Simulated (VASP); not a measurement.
# Si (I4_1/amd) in VASP: single point with LDA

Aim: the single point of Si with LDA.

Program: VASP 6.6.1. These are calculated values, not measurements. Logs are shortened: lines on timing, memory, paths and dates and some standing lists are left out, and cuts for length are marked.

## (1) The cell of the first run

The structure is tetragonal, space group I4_1/amd (No. 141). Conventional cell: a = 3.778 Å, b = 3.778 Å, c = 5.610 Å, α = 90.00°, β = 90.00°, γ = 90.00°. Si (site symmetry -4m2) has 4 Si at 2.35 Å within 3.1 Å.

## (2) Single point, LDA

The input, INCAR:

```
  PREC = Accurate
  ENCUT = 520
  EDIFF = 1E-6
  ISMEAR = 0
  SIGMA = 0.05
  LREAL = False
  LASPH = True
  NELM = 80
  ALGO = Normal
  ISIF = 2
  LWAVE = False
  LCHARG = True
  GGA = CA
  LELF = True
  LVHAR = True
  NBANDS = 11
```

The input, KPOINTS:

```
Automatic mesh
0
Gamma
  10 10 10
```

The input, POSCAR:

```
Si
1.0
    0.0000000000      2.6716644366      2.8052476584
    2.6716644366      0.0000000000      2.8052476584
    2.6716644366      2.6716644366      0.0000000000
Si
2
Direct
    0.5000000000      0.5000000000      0.5000000000
    0.7500000000      0.7500000000      0.7500000000
```

Potentials or basis: VASP PAW LDA potentials, release 64 (Si).

On the command line:

```sh
$ cat potpaw_LDA.64/Si/POTCAR > POTCAR
$ mpirun -np 1 vasp_std > vasp.out
```

OUTCAR:

```text
PREC = Accurate
   ENCUT = 520
   EDIFF = 1E-6
   ISMEAR = 0
   LREAL = False
   LASPH = True
   NELM = 80
   ISIF = 2
   GGA = CA

 ion  position               nearest neighbor table
   1  0.500  0.500  0.500-   2 2.35   2 2.35   2 2.35   2 2.35
   2  0.750  0.750  0.750-   1 2.35   1 2.35   1 2.35   1 2.35

  LATTYP: Found a body centered tetragonal cell.
 ALAT       =     3.7783040803
 C/A-ratio  =     1.4849242405

  Lattice vectors:

 A1 = (  -2.6716644366,   0.0000000000,   2.8052476584)
 A2 = (   2.6716644366,   0.0000000000,   2.8052476584)
 A3 = (   0.0000000000,   2.6716644366,  -2.8052476584)

Analysis of symmetry for initial positions (statically):
=====================================================================
 Subroutine PRICEL returns:
 Original cell was already a primitive cell.

 Routine SETGRP: Setting up the symmetry group for a
 body centered tetragonal supercell.

 Subroutine GETGRP returns: Found 16 space group operations
 (whereof  8 operations were pure point group operations)
 out of a pool of 16 trial point group operations.

The static configuration has the point symmetry D_2d.
 The point group associated with its full space group is D_4h.

Analysis of symmetry for dynamics (positions and initial velocities):
=====================================================================
 Subroutine PRICEL returns:
 Original cell was already a primitive cell.

 Routine SETGRP: Setting up the symmetry group for a
 body centered tetragonal supercell.

 Subroutine GETGRP returns: Found 16 space group operations
 (whereof  8 operations were pure point group operations)
 out of a pool of 16 trial point group operations.

The dynamic configuration has the point symmetry D_2d.
 The point group associated with its full space group is D_4h.

 Subroutine INISYM returns: Found 16 space group operations
 (whereof  8 operations are pure point group operations),
 and found     1 'primitive' translations

----------------------------------------------------------------------------------------

                                     Primitive cell

  volume of cell :      40.0465

  direct lattice vectors                    reciprocal lattice vectors
     0.000000000  2.671664437  2.805247658    -0.187149252  0.187149252  0.178237383
     2.671664437  0.000000000  2.805247658     0.187149252 -0.187149252  0.178237383
     2.671664437  2.671664437  0.000000000     0.187149252  0.187149252 -0.178237383

  length of vectors
     3.873913433  3.873913433  3.778304080     0.319089720  0.319089720  0.319089720

  position of ions in fractional coordinates (direct lattice)
     0.500000000  0.500000000  0.500000000
     0.750000000  0.750000000  0.750000000

  ion indices of the primitive-cell ions
   primitive index   ion index
                 1           1
                 2           2

----------------------------------------------------------------------------------------

 KPOINTS: Automatic mesh

Automatic generation of k-mesh.
 Grid dimensions read from file:
 generate k-points for:   10   10   10

 Generating k-lattice:

  Cartesian coordinates                     Fractional coordinates (reciprocal lattice)
    -0.018714925  0.018714925  0.017823738     0.100000000 -0.000000000  0.000000000
     0.018714925 -0.018714925  0.017823738    -0.000000000  0.100000000  0.000000000
     0.018714925  0.018714925 -0.017823738     0.000000000  0.000000000  0.100000000

  Length of vectors
     0.031908972  0.031908972  0.031908972

  Shift w.r.t. Gamma in fractional coordinates (k-lattice)
     0.000000000  0.000000000  0.000000000

 Subroutine IBZKPT returns following result:
 ===========================================

 Found    102 irreducible k-points:

 Following reciprocal coordinates:
            Coordinates               Weight
  0.000000  0.000000  0.000000      1.000000
  0.100000  0.000000  0.000000      8.000000
  0.200000  0.000000  0.000000      8.000000
  0.300000 -0.000000  0.000000      8.000000
  0.400000 -0.000000  0.000000      8.000000
  0.500000 -0.000000  0.000000      4.000000
[... 16 lines left out ...]
  0.300000  0.300000  0.000000      2.000000
  0.400000  0.300000  0.000000      8.000000
 [... further k-points ...]
   k-points           NKPTS =    102   k-points in BZ     NKDIM =    102   number of bands    NBANDS=     11
   number of dos      NEDOS =    301   number of ions     NIONS =      2
   total plane-waves  NPLWV =  25200
   dimension x,y,z NGX =    30 NGY =   30 NGZ =   28
   dimension x,y,z NGXF=    60 NGYF=   60 NGZF=   56
   ions per type =               2
   NGX,Y,Z   is equivalent  to a cutoff of  12.87, 12.87, 12.32 a.u.
   NGXF,Y,Z  is equivalent  to a cutoff of  25.75, 25.75, 24.64 a.u.
 SYSTEM =  unknown system
   PREC   = accura    normal or accurate (medium, high low for compatibility)
   ISTART =      0    job   : 0-new  1-cont  2-samecut
   ICHARG =      2    charge: 1-file 2-atom 10-const
   ISPIN  =      1    spin polarized calculation?
   LNONCOLLINEAR =      F non collinear calculations
   LSORBIT =      F    spin-orbit coupling
   LASPH  =      T    aspherical Exc in radial PAW
   ENCUT  =  520.0 eV  38.22 Ry    6.18 a.u.   7.20  7.20  7.03*2*pi/ulx,y,z
   NELM   =     80;   NELMIN=  2; NELMDL= -5     # of ELM steps
   EDIFF  = 0.1E-05   stopping-criterion for ELM
   LREAL  =      F    real-space projection
   EDIFFG = 0.1E-04   stopping-criterion for IOM
   NSW    =      0    number of steps for IOM
   IBRION =     -1    ionic relax: 0-MD 1-quasi-New 2-CG
   NFREE  =      0    steps in history (QN), initial steepest desc. (CG)
   ISIF   =      2    stress and relaxation
   ISYM   =      2    0-nonsym 1-usesym 2-fastsym
   POTIM  = 0.5000    time-step for ionic-motion
   TEBEG  =    0.0;   TEEND  =   0.0 temperature during run
   PSTRESS=    0.0 pullay stress
   NELECT =       8.0000    total number of electrons
   NUPDOWN=      -1.0000    fix difference up-down
   EMIN   =  10.00;   EMAX   =-10.00  energy-range for DOS
   EFERMI =   0.00;   METHOD = LEGACY
   ISMEAR =     0;   SIGMA  =   0.05  broadening in eV -4-tet -1-fermi 0-gaus
   EFERMI_NEDOS =   21; number of points for ismear=-14 and -15
   IALGO  =     38    algorithm
   IMIX   =      4    mixing-type and parameters
     AMIX     =   0.40;   BMIX     =  1.00
     AMIX_MAG =   1.60;   BMIX_MAG =  1.00
  volume/ion in A,a.u.               =      20.02       135.12
  Fermi-wavevector in a.u.,A,eV,Ry     =   0.957010  1.808487 12.461143  0.915868
  Thomas-Fermi vector in A             =   2.085990
   LORBIT       =      0    0 simple, 1 ext, 2 COOP (PROOUT), +10 PAW based schemes
   GGA     = CA    functional components
   LHFCALC =     F    Hartree Fock is set to
   AEXX    =    0.0000 exact exchange contribution
   IVDW    =     0    specifies the selected vdW correction
   LEPSILON=     F    determine dielectric tensor
   LRPA    =     F    only Hartree local field effects (RPA)
 non-spin polarized calculation
 Gauss-broadening in eV      SIGMA  =   0.05
  energy-cutoff  :      520.00
  volume of cell :       40.05
 maximum number of plane-waves:      1090
 NGX is ok and might be reduce to    30
   NGX = 15   NGY = 15   NGZ = 13

 number of electron       8.0000000 magnetization

 Free energy of the ion-electron system (eV)
  ---------------------------------------------------
  ext. energy  EPLUGINS =         0.00000000
  ---------------------------------------------------
  free energy    TOTEN  =       -11.89607871 eV

  energy without entropy =      -11.89607726  energy(sigma->0) =      -11.89607798

 E-fermi :   5.9991     XC(G=0):  -9.6071

 val. band max:        5.8943681885   @ k =   0.0000   0.0000   0.0000
 cond. band min:       6.1111190665   @ k =   0.4000   0.0000   0.4000
 fundamental gap:      0.2167508781
 Fermi energy:         5.9990793342

 k-point     1 :       0.0000    0.0000    0.0000
  band No.  band energies     occupation
      1      -6.1842      2.00000
      2       5.5326      2.00000
      3       5.8944      1.99694
      4       5.8944      1.99694
      5       8.2498      0.00000
      6       8.2498      0.00000
      7       8.4210      0.00000
      8       8.9437      0.00000
      9      13.0380      0.00000
     10      13.4520      0.00000
     11      13.9524      0.00000

 k-point     2 :       0.1000    0.0000    0.0000
  band No.  band energies     occupation
      1      -6.0531      2.00000
      2       4.5964      2.00000
      3       5.4597      2.00000
      4       5.7095      2.00000
      5       8.2337      0.00000
      6       8.5473      0.00000
      7       8.6797      0.00000
      8       9.9017      0.00000
      9      12.7315      0.00000
     10      13.5139      0.00000
     11      14.0037      0.00000

 k-point     3 :       0.2000    0.0000    0.0000
  band No.  band energies     occupation
      1      -5.6660      2.00000
      2       2.7476      2.00000
      3       5.0301      2.00000
      4       5.3620      2.00000
      5       7.8472      0.00000
      6       9.1049      0.00000
      7       9.1180      0.00000
      8      11.6290      0.00000
      9      12.6027      0.00000
     10      13.0275      0.00000
     11      14.7256      0.00000

 k-point     4 :       0.3000   -0.0000    0.0000
  band No.  band energies     occupation
      1      -5.0490      2.00000
      2       0.9634      2.00000
      3       4.6586      2.00000
      4       5.0641      2.00000
      5       7.4573      0.00000
      6       9.1981      0.00000
      7       9.3818      0.00000
      8      13.1033      0.00000
      9      13.3468      0.00000
     10      13.4047      0.00000
     11      14.5690      0.00000
[... 239 lines left out ...]
 k-point    22 :      -0.2000    0.2000    0.0000
  band No.  band energies     occupation
      1      -4.8006      2.00000
      2       1.2134      2.00000
      3       2.5773      2.00000
      4       5.1744      2.00000
      5       8.8787      0.00000
      6       9.7119      0.00000
      7       9.7125      0.00000
      8      11.2523      0.00000
      9      11.9884      0.00000
     10      16.1144      0.00000
     11      16.8202      0.00000

 k-point    23 :       0.3000    0.3000    0.0000
  band No.  band energies     occupation
      1      -4.7164      2.00000
      2       1.1033      2.00000
      3       3.7598      2.00000
      4       3.7598      2.00000
      5       6.8213      0.00000
      6       8.1354      0.00000
      7      12.3112      0.00000
      8      12.3112      0.00000
      9      14.4482      0.00000
     10      15.5807      0.00000
     11      17.6488      0.00000

 k-point    24 :       0.4000    0.3000    0.0000
  band No.  band energies     occupation
      1      -4.1250      2.00000
      2       0.1531      2.00000
      3       3.0386      2.00000
      4       3.5724      2.00000
      5       7.0071      0.00000
      6       8.1129      0.00000
      7      12.5490      0.00000
      8      12.8278      0.00000
      9      16.1256      0.00000
     10      16.3636      0.00000
     11      17.5739      0.00000

 [... further k-points ...]
[... 5 lines left out ...]
  --------------------------------------------------------------------------------------
  -------------------------------------------------------------------------------------
  Total        0.0445258      0.0445258     -1.2309792      0.0000000      0.0000000      0.0000000
  in kB        1.7813833      1.7813833    -49.2488715      0.0000000      0.0000000      0.0000000
  external PRESSURE =     -15.2287016 kB  Pullay stress =       0.0000000 kB

 VOLUME and BASIS-vectors are now :
 -----------------------------------------------------------------------------
  energy-cutoff  :      520.00
  volume of cell :       40.05
      direct lattice vectors                 reciprocal lattice vectors
     0.000000000  2.671664437  2.805247658    -0.187149252  0.187149252  0.178237383
     2.671664437  0.000000000  2.805247658     0.187149252 -0.187149252  0.178237383
     2.671664437  2.671664437  0.000000000     0.187149252  0.187149252 -0.178237383

 POSITION                                       TOTAL-FORCE (eV/Angst)
 -----------------------------------------------------------------------------------
      2.67166      2.67166      2.80525        -0.000000     -0.000000      0.000000
      4.00750      4.00750      4.20787         0.000000      0.000000     -0.000000
 -----------------------------------------------------------------------------------
    total drift:                                0.000000     -0.000000     -0.000000

  FREE ENERGIE OF THE ION-ELECTRON SYSTEM (eV)
  ---------------------------------------------------
  free  energy   TOTEN  =       -11.8960787056 eV

  energy  without entropy=      -11.8960772586  energy(sigma->0) =      -11.89607798
```

Wall time 30 s (1 thread of Intel Xeon 6975P-C, shared host); peak memory 0.16 GiB.

What came out:

```
Free energy            : -11.8961 eV
Pressure               : -1.5 GPa
Band gap on the k mesh : 0.22 eV, indirect (least direct gap 2.29 eV)
```
